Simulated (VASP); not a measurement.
# CdS (P6_3mc) in VASP: single point with PBEsol

Aim: the single point of CdS with PBEsol.

All numbers are computed with VASP 6.6.1; they aren't measurements. Logs are shortened: lines on timing, memory, paths and dates and some standing lists are left out, and cuts for length are marked.

## (1) The cell of the first run

Symmetry: P6_3mc, No. 186, hexagonal system. Conventional cell: a = 4.125 Å, b = 4.125 Å, c = 6.710 Å, α = 90.00°, β = 90.00°, γ = 120.00°. Cd (site symmetry 3m) has 4 S at 2.52 to 2.53 Å within 3.3 Å. Within 3.3 Å of S (site symmetry 3m) lie 4 Cd at 2.52 to 2.53 Å.

## (2) Single point, PBEsol

INCAR

```
SYSTEM = CdS
PREC = Accurate
ENCUT = 520
EDIFF = 1E-7
ISMEAR = 0
SIGMA = 0.02
LREAL = .FALSE.
LASPH = .TRUE.
NELM = 100
ALGO = Normal
ISIF = 2
LWAVE = .FALSE.
LCHARG = .TRUE.
GGA = PS
LELF = .TRUE.
LVHAR = .TRUE.
NBANDS = 26
```

KPOINTS

```
Automatic mesh
0
G
  9 9 4
  0 0 0
```

POSCAR

```
CdS
1.0
    4.1246369402      0.0000000000      0.0000000000
   -2.0623184701      3.5720403716      0.0000000000
    0.0000000000      0.0000000000      6.7097113227
Cd S
2 2
Direct
    0.6666666667      0.3333333333      0.5001992796
    0.3333333333      0.6666666667      0.0001992796
    0.6666666667      0.3333333333      0.8768007204
    0.3333333333      0.6666666667      0.3768007204
```

Potentials or basis: VASP PAW PBE potentials, release 64 (Cd, S).

The run is started by

```sh
cat potpaw_PBE.64/Cd/POTCAR potpaw_PBE.64/S/POTCAR > POTCAR
mpirun -np 1 vasp_std > vasp.out
```

OUTCAR:

```text
SYSTEM = CdS
   PREC = Accurate
   ENCUT = 520
   EDIFF = 1E-7
   ISMEAR = 0
   LREAL = .FALSE.
   LASPH = .TRUE.
   NELM = 100
   ISIF = 2
   GGA = PS

 ion  position               nearest neighbor table
   1  0.667  0.333  0.500-   4 2.52   4 2.52   4 2.52   3 2.53
   2  0.333  0.667  0.000-   3 2.52   3 2.52   3 2.52   4 2.53
   3  0.667  0.333  0.877-   2 2.52   2 2.52   2 2.52   1 2.53
   4  0.333  0.667  0.377-   1 2.52   1 2.52   1 2.52   2 2.53

  LATTYP: Found a hexagonal cell.
 ALAT       =     4.1246369402
 C/A-ratio  =     1.6267398610

  Lattice vectors:

 A1 = (   4.1246369402,   0.0000000000,   0.0000000000)
 A2 = (  -2.0623184701,   3.5720403716,   0.0000000000)
 A3 = (   0.0000000000,   0.0000000000,   6.7097113227)

Analysis of symmetry for initial positions (statically):
=====================================================================
 Subroutine PRICEL returns:
 Original cell was already a primitive cell.

 Routine SETGRP: Setting up the symmetry group for a
 hexagonal supercell.

 Subroutine GETGRP returns: Found 12 space group operations
 (whereof  6 operations were pure point group operations)
 out of a pool of 24 trial point group operations.

The static configuration has the point symmetry C_3v.
 The point group associated with its full space group is C_6v.

Analysis of symmetry for dynamics (positions and initial velocities):
=====================================================================
 Subroutine PRICEL returns:
 Original cell was already a primitive cell.

 Routine SETGRP: Setting up the symmetry group for a
 hexagonal supercell.

 Subroutine GETGRP returns: Found 12 space group operations
 (whereof  6 operations were pure point group operations)
 out of a pool of 24 trial point group operations.

The dynamic configuration has the point symmetry C_3v.
 The point group associated with its full space group is C_6v.

 Subroutine INISYM returns: Found 12 space group operations
 (whereof  6 operations are pure point group operations),
 and found     1 'primitive' translations

----------------------------------------------------------------------------------------

                                     Primitive cell

  volume of cell :      98.8567

  direct lattice vectors                    reciprocal lattice vectors
     4.124636940  0.000000000  0.000000000     0.242445581  0.139976022  0.000000000
    -2.062318470  3.572040372  0.000000000     0.000000000  0.279952043  0.000000000
     0.000000000  0.000000000  6.709711323     0.000000000  0.000000000  0.149037708

  length of vectors
     4.124636940  4.124636940  6.709711323     0.279952043  0.279952043  0.149037708

  position of ions in fractional coordinates (direct lattice)
     0.666666667  0.333333333  0.500199280
     0.333333333  0.666666667  0.000199280
     0.666666667  0.333333333  0.876800720
     0.333333333  0.666666667  0.376800720

  ion indices of the primitive-cell ions
   primitive index   ion index
                 1           1
                 2           2
                 3           3
                 4           4

----------------------------------------------------------------------------------------

 KPOINTS: Automatic mesh

Automatic generation of k-mesh.
 Grid dimensions read from file:
 generate k-points for:    9    9    4

 Generating k-lattice:

  Cartesian coordinates                     Fractional coordinates (reciprocal lattice)
     0.026938398  0.015552891  0.000000000     0.111111111  0.000000000  0.000000000
     0.000000000  0.031105783  0.000000000     0.000000000  0.111111111  0.000000000
     0.000000000  0.000000000  0.037259427     0.000000000  0.000000000  0.250000000

  Length of vectors
     0.031105783  0.031105783  0.037259427

  Shift w.r.t. Gamma in fractional coordinates (k-lattice)
     0.000000000  0.000000000  0.000000000

 Subroutine IBZKPT returns following result:
 ===========================================

 Found     36 irreducible k-points:

 Following reciprocal coordinates:
            Coordinates               Weight
  0.000000  0.000000  0.000000      1.000000
  0.111111  0.000000  0.000000      6.000000
  0.222222 -0.000000  0.000000      6.000000
  0.333333  0.000000  0.000000      6.000000
  0.444444 -0.000000  0.000000      6.000000
  0.111111  0.111111  0.000000      6.000000
[... 16 lines left out ...]
  0.333333  0.222222  0.250000     24.000000
  0.333333  0.333333  0.250000      4.000000
 [... further k-points ...]
   k-points           NKPTS =     36   k-points in BZ     NKDIM =     36   number of bands    NBANDS=     26
   number of dos      NEDOS =    301   number of ions     NIONS =      4
   total plane-waves  NPLWV =  51200
   dimension x,y,z NGX =    32 NGY =   32 NGZ =   50
   dimension x,y,z NGXF=    64 NGYF=   64 NGZF=  100
   ions per type =               2   2
   NGX,Y,Z   is equivalent  to a cutoff of  12.90, 12.90, 12.39 a.u.
   NGXF,Y,Z  is equivalent  to a cutoff of  25.80, 25.80, 24.78 a.u.
 SYSTEM =  CdS
   PREC   = accura    normal or accurate (medium, high low for compatibility)
   ISTART =      0    job   : 0-new  1-cont  2-samecut
   ICHARG =      2    charge: 1-file 2-atom 10-const
   ISPIN  =      1    spin polarized calculation?
   LNONCOLLINEAR =      F non collinear calculations
   LSORBIT =      F    spin-orbit coupling
   LASPH  =      T    aspherical Exc in radial PAW
   ENCUT  =  520.0 eV  38.22 Ry    6.18 a.u.   7.67  7.67 12.48*2*pi/ulx,y,z
   NELM   =    100;   NELMIN=  2; NELMDL= -5     # of ELM steps
   EDIFF  = 0.1E-06   stopping-criterion for ELM
   LREAL  =      F    real-space projection
   EDIFFG = 0.1E-05   stopping-criterion for IOM
   NSW    =      0    number of steps for IOM
   IBRION =     -1    ionic relax: 0-MD 1-quasi-New 2-CG
   NFREE  =      0    steps in history (QN), initial steepest desc. (CG)
   ISIF   =      2    stress and relaxation
   ISYM   =      2    0-nonsym 1-usesym 2-fastsym
   POTIM  = 0.5000    time-step for ionic-motion
   TEBEG  =    0.0;   TEEND  =   0.0 temperature during run
   PSTRESS=    0.0 pullay stress
   NELECT =      36.0000    total number of electrons
   NUPDOWN=      -1.0000    fix difference up-down
   EMIN   =  10.00;   EMAX   =-10.00  energy-range for DOS
   EFERMI =   0.00;   METHOD = LEGACY
   ISMEAR =     0;   SIGMA  =   0.02  broadening in eV -4-tet -1-fermi 0-gaus
   EFERMI_NEDOS =   21; number of points for ismear=-14 and -15
   IALGO  =     38    algorithm
   IMIX   =      4    mixing-type and parameters
     AMIX     =   0.40;   BMIX     =  1.00
     AMIX_MAG =   1.60;   BMIX_MAG =  1.00
  volume/ion in A,a.u.               =      24.71       166.78
  Fermi-wavevector in a.u.,A,eV,Ry     =   1.169070  2.209221 18.595404  1.366724
  Thomas-Fermi vector in A             =   2.305547
   LORBIT       =      0    0 simple, 1 ext, 2 COOP (PROOUT), +10 PAW based schemes
   GGA     = PS    functional components
   LHFCALC =     F    Hartree Fock is set to
   AEXX    =    0.0000 exact exchange contribution
   IVDW    =     0    specifies the selected vdW correction
   LEPSILON=     F    determine dielectric tensor
   LRPA    =     F    only Hartree local field effects (RPA)
 non-spin polarized calculation
 Gauss-broadening in eV      SIGMA  =   0.02
  energy-cutoff  :      520.00
  volume of cell :       98.86
 maximum number of plane-waves:      2695
 NGX is ok and might be reduce to    32
   NGX = 15   NGY = 15   NGZ = 25

 number of electron      35.9999994 magnetization

 Free energy of the ion-electron system (eV)
  ---------------------------------------------------
  ext. energy  EPLUGINS =         0.00000000
  ---------------------------------------------------
  free energy    TOTEN  =       -13.63279939 eV

  energy without entropy =      -13.63279939  energy(sigma->0) =      -13.63279939

 E-fermi :   1.3483     XC(G=0):  -9.3881

 val. band max:        1.2422573004   @ k =   0.0000   0.0000   0.0000
 cond. band min:       2.3392475696   @ k =   0.0000   0.0000   0.0000
 fundamental gap:      1.0969902691
 Fermi energy:         1.3483279794

 k-point     1 :       0.0000    0.0000    0.0000
  band No.  band energies     occupation
      1     -11.1693      2.00000
      2     -10.7199      2.00000
      3      -6.4793      2.00000
      4      -6.4726      2.00000
      5      -6.4726      2.00000
      6      -6.3864      2.00000
[... 18 lines left out ...]
     25       8.7458      0.00000
     26       8.8393      0.00000

 k-point     2 :       0.1111    0.0000    0.0000
  band No.  band energies     occupation
      1     -11.1236      2.00000
      2     -10.6997      2.00000
      3      -6.4664      2.00000
      4      -6.4538      2.00000
      5      -6.4392      2.00000
      6      -6.3656      2.00000
[... 18 lines left out ...]
     25       8.7247      0.00000
     26       9.0182      0.00000

 k-point     3 :       0.2222   -0.0000    0.0000
  band No.  band energies     occupation
      1     -11.0039      2.00000
      2     -10.6517      2.00000
      3      -6.4265      2.00000
      4      -6.4113      2.00000
      5      -6.3494      2.00000
      6      -6.2937      2.00000
[... 18 lines left out ...]
     25       8.9628      0.00000
     26       9.7234      0.00000

 k-point     4 :       0.3333    0.0000    0.0000
  band No.  band energies     occupation
      1     -10.8571      2.00000
      2     -10.6066      2.00000
      3      -6.3925      2.00000
      4      -6.3745      2.00000
      5      -6.2508      2.00000
      6      -6.2174      2.00000
[... 18 lines left out ...]
     25       9.4482      0.00000
     26      10.0189      0.00000

 k-point     5 :       0.4444   -0.0000    0.0000
  band No.  band energies     occupation
      1     -10.7479      2.00000
      2     -10.5903      2.00000
      3      -6.3786      2.00000
      4      -6.3583      2.00000
      5      -6.1838      2.00000
      6      -6.1701      2.00000
[... 18 lines left out ...]
     25       9.5629      0.00000
     26      11.0727      0.00000

 k-point     6 :       0.1111    0.1111    0.0000
  band No.  band energies     occupation
      1     -11.0409      2.00000
      2     -10.6657      2.00000
      3      -6.4353      2.00000
      4      -6.4259      2.00000
      5      -6.3768      2.00000
      6      -6.3296      2.00000
[... 427 lines left out ...]
 k-point    21 :       0.4444    0.1111    0.2500
  band No.  band energies     occupation
      1     -10.6913      2.00000
      2     -10.6036      2.00000
      3      -6.3633      2.00000
      4      -6.3326      2.00000
      5      -6.2388      2.00000
      6      -6.1891      2.00000
[... 18 lines left out ...]
     25       9.4899      0.00000
     26      10.7477      0.00000

 k-point    22 :       0.2222    0.2222    0.2500
  band No.  band energies     occupation
      1     -10.7537      2.00000
      2     -10.6167      2.00000
      3      -6.3644      2.00000
      4      -6.3366      2.00000
      5      -6.2484      2.00000
      6      -6.2246      2.00000
[... 18 lines left out ...]
     25       9.0980      0.00000
     26      10.1871      0.00000

 k-point    23 :       0.3333    0.2222    0.2500
  band No.  band energies     occupation
      1     -10.6718      2.00000
      2     -10.6034      2.00000
      3      -6.3630      2.00000
      4      -6.3045      2.00000
      5      -6.2350      2.00000
      6      -6.1892      2.00000
[... 18 lines left out ...]
     25       9.7437      0.00000
     26      10.4331      0.00000

 k-point    24 :       0.3333    0.3333    0.2500
  band No.  band energies     occupation
      1     -10.6215      2.00000
      2     -10.6215      2.00000
      3      -6.3678      2.00000
      4      -6.2560      2.00000
      5      -6.2560      2.00000
      6      -6.1795      2.00000
[... 18 lines left out ...]
     25      10.4576      0.00000
     26      10.6337      0.00000

 [... further k-points ...]

------------------------ aborting loop because EDIFF is reached ----------------------------------------

  FORCE on cell =-STRESS in cart. coord.  units (eV):
  Direction    XX          YY          ZZ          XY          YZ          ZX
  --------------------------------------------------------------------------------------
  -------------------------------------------------------------------------------------
  Total        0.2308085      0.2308085      0.2362147      0.0000000      0.0000000      0.0000000
  in kB        3.7407315      3.7407315      3.8283497      0.0000000      0.0000000      0.0000000
  external PRESSURE =       3.7699376 kB  Pullay stress =       0.0000000 kB

 VOLUME and BASIS-vectors are now :
 -----------------------------------------------------------------------------
  energy-cutoff  :      520.00
  volume of cell :       98.86
      direct lattice vectors                 reciprocal lattice vectors
     4.124636940  0.000000000  0.000000000     0.242445581  0.139976022  0.000000000
    -2.062318470  3.572040372  0.000000000     0.000000000  0.279952043  0.000000000
     0.000000000  0.000000000  6.709711323     0.000000000  0.000000000  0.149037708

 POSITION                                       TOTAL-FORCE (eV/Angst)
 -----------------------------------------------------------------------------------
      2.06232      1.19068      3.35619         0.000000     -0.000000      0.001364
     -0.00000      2.38136      0.00134        -0.000000      0.000000      0.001364
      2.06232      1.19068      5.88308         0.000000     -0.000000     -0.001364
     -0.00000      2.38136      2.52822        -0.000000      0.000000     -0.001364
 -----------------------------------------------------------------------------------
    total drift:                               -0.000000     -0.000000      0.000142

  FREE ENERGIE OF THE ION-ELECTRON SYSTEM (eV)
  ---------------------------------------------------
  free  energy   TOTEN  =       -13.6327993880 eV

  energy  without entropy=      -13.6327993880  energy(sigma->0) =      -13.63279939
```

Wall time 31 s (1 thread of Intel Xeon 6975P-C (Granite Rapids), shared host); peak memory 0.25 GiB.

What came out:

```yaml
Free_energy: -13.6328 eV
Pressure: 0.4 GPa
Band_gap_on_the_k_mesh: 1.10 eV
```

Caveat: the PAW data sets were made with another functional, which shifts forces and pressure a little.
